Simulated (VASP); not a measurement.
Set up this calculation in VASP 6.6.1, as the native input.

| Item | Value |
| --- | --- |
| Task | single point |
| Functional | PBE |
| Potentials or basis | VASP PAW PBE potentials, release 64 (Sn_d) |
| Cutoff | 520 eV |
| k mesh | 20 × 20 × 20 |
| Occupations | fermi-dirac, width 0.0612256 eV |
| Spin | no spin polarisation |
| Dipole correction | no |
| Further INCAR settings | ALGO = Normal; EDIFF = 1e-06; NBANDS = 13 |

The structure of Sn lies in POSCAR:

```
Sn
1.0
    0.0000000000      2.4552917801      2.4552917801
    2.4552917801      0.0000000000      2.4552917801
    2.4552917801      2.4552917801      0.0000000000
Sn
1
Direct
    0.0000000000      0.0000000000      0.0000000000
```

This isn't the form of Sn at room conditions, which is tetragonal (white tin).

These files were run (other wordings do the same):

INCAR

```
SYSTEM = Sn
ALGO = Normal ; EDIFF = 1E-6
ENCUT = 520 ; GGA = PE
ISIF = 2 ; ISMEAR = -1
LASPH = .True. ; LCHARG = .False.
LREAL = .False. ; LWAVE = .False.
NBANDS = 13 ; NELM = 80
PREC = Accurate ; SIGMA = 0.06122561905347299
```

KPOINTS

```
k-points
0
Gamma
  20 20 20
  0 0 0
```

Potentials or basis: VASP PAW PBE potentials, release 64 (Sn_d).

The run is started by

```console
$ cat potpaw_PBE.64/Sn_d/POTCAR > POTCAR
$ mpirun -np 1 vasp_std > vasp.out
```

It gave:

```
Pressure               : -2.3 GPa
Band gap on the k mesh : zero (bands 7 and 8 overlap by 8.79 eV)
```

Caveat: spin-orbit coupling is left out, which moves the levels of the heavy elements.

It took 35 s on 1 thread of Intel(R) Xeon(R) 6975P-C (Granite Rapids) (shared host), peak memory 0.22 GiB.
